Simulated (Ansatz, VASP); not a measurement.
**BaAs in VASP and in Ansatz**

Contents of INCAR:

```
ALGO     = Normal         # electronic algorithm
EDIFF    = 1E-6           # SCF threshold, eV
ENCUT    = 520            # plane-wave cutoff, eV
GGA      = PE             # functional
ISIF     = 2              # what is computed and relaxed
ISMEAR   = 0              # smearing method
LASPH    = T              # aspherical terms in the spheres
LCHARG   = F              # write CHGCAR
LREAL    = F              # projectors in reciprocal space
LWAVE    = F              # write WAVECAR
NBANDS   = 23             # bands
NELM     = 100            # most SCF steps
PREC     = Accurate       # precision mode
SIGMA    = 0.1            # smearing width, eV
```

The input KPOINTS:

```
k-points
0
Gamma
  4 4 4
```

File POSCAR:

```
BaAs
1.0
    2.1344094600     -6.1073581800      0.0000000000
    2.1344094600      6.1073581800      0.0000000000
    0.0000000000      0.0000000000      4.7142446400
Ba As
2 2
Direct
    0.3565043900      0.6434956100      0.2500000000
    0.6434956100      0.3565043900      0.7500000000
    0.8868549900      0.1131450100      0.7500000000
    0.1131450100      0.8868549900      0.2500000000
```

Input for Ansatz:

```yaml
crystal:
  lattice:
    - [2.13440946, -6.10735818, 0.0]
    - [2.13440946, 6.10735818, 0.0]
    - [0.0, 0.0, 4.71424464]
  atoms:
    - { symbol: Ba, position: [0.35650439, 0.64349561, 0.25] }
    - { symbol: Ba, position: [0.64349561, 0.35650439, 0.75] }
    - { symbol: As, position: [0.88685499, 0.11314501, 0.75] }
    - { symbol: As, position: [0.11314501, 0.88685499, 0.25] }
basis:
  ecutwfc: 420
kpoints:
  mp_grid: { grid: [4, 4, 4] }
hamiltonian:
  xc: pbe
scf:
  occupations: { method: gaussian, width: 0.1 }
  lower_state_search: "off"
output:
  forces: true
  stress: true
  eigenvalues: true
```

Change from the starting cell: species swapped into the TlCl type (Cmcm, No. 63).

Alike in both runs: task single point; functional PBE; k mesh 4 × 4 × 4; occupations gaussian, width 0.1 eV; no spin polarisation.

|  | VASP | Ansatz |
| --- | --- | --- |
| version | VASP 6.6.1 | Ansatz 0.2.0 |
| potentials or method | VASP PAW PBE potentials, release 64 (Ba_sv, As), cutoff 520 eV | scalar-relativistic, plane waves, PAW |
| valence electrons in the cell | 30 | 50 |

```tsv
	VASP	Ansatz	Ansatz less VASP
gap on the k mesh at the Fermi level (eV)	none	none	-
pressure (GPa)	7.5	6.7	-0.80
traceless stress, the component that is largest in VASP (GPa)	0.82	0.92	+0.095
rms of the force components (eV/Å)	0.858	0.804	-0.0534
```

Atom by atom the forces differ by 0.054 eV/Å (rms over components). A gap of «none» marks a metal or a gap that the smearing closes. VASP's potentials hold 30 valence electrons a cell and Ansatz's 50, so a difference there can come from the potentials and not from the codes.

The k mesh is coarse, so the values compare programs but aren't converged. Neither program's run includes spin-orbit coupling.
